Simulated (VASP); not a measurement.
A run of VASP 6.6.1:

INCAR

```
SYSTEM = CsPbBr3
PREC     = Accurate       ! precision mode
ENCUT    = 520            ! plane-wave cutoff, eV
EDIFF    = 1E-7           ! SCF threshold, eV
ISMEAR   = 0              ! smearing method
SIGMA    = 0.01           ! smearing width, eV
LREAL    = .False.        ! projectors in reciprocal space
LASPH    = .True.         ! aspherical terms in the spheres
NELM     = 100            ! most SCF steps
ALGO     = Normal         ! electronic algorithm
ISIF     = 2              ! what is computed and relaxed
LWAVE    = .False.        ! write WAVECAR
LCHARG   = .True.         ! write CHGCAR
GGA      = CA             ! functional
LELF     = .True.         ! ELF
LVHAR    = .True.       
NBANDS   = 30             ! bands
```

Contents of KPOINTS:

```
Automatic mesh
0
Gamma
  4 4 4
  0 0 0
```

Contents of POSCAR:

```
CsPbBr3
1.0
    5.8700000000      0.0000000000      0.0000000000
    0.0000000000      5.8700000000      0.0000000000
    0.0000000000      0.0000000000      5.8700000000
Pb Cs Br
1 1 3
Direct
    0.5000000000      0.5000000000      0.5000000000
    0.0000000000      0.0000000000      0.0000000000
    0.5000000000      0.5000000000      0.0000000000
    0.5000000000      0.0000000000      0.5000000000
    0.0000000000      0.5000000000      0.5000000000
```

Potentials or basis: VASP PAW LDA potentials, release 64 (Pb_d, Cs_sv, Br).

Run with:

```bash
$ cat potpaw_LDA.64/Pb_d/POTCAR potpaw_LDA.64/Cs_sv/POTCAR potpaw_LDA.64/Br/POTCAR > POTCAR
$ mpirun -np 1 vasp_std > vasp.out
```

Hardware: 1 thread of AMD EPYC 7R13, on a shared host.

Q: How long does it take, and how much memory?

A: It took 100 s on 1 thread of AMD EPYC 7R13 (shared host), peak memory 0.26 GiB. Counts: scf iterations 14, k points 10.
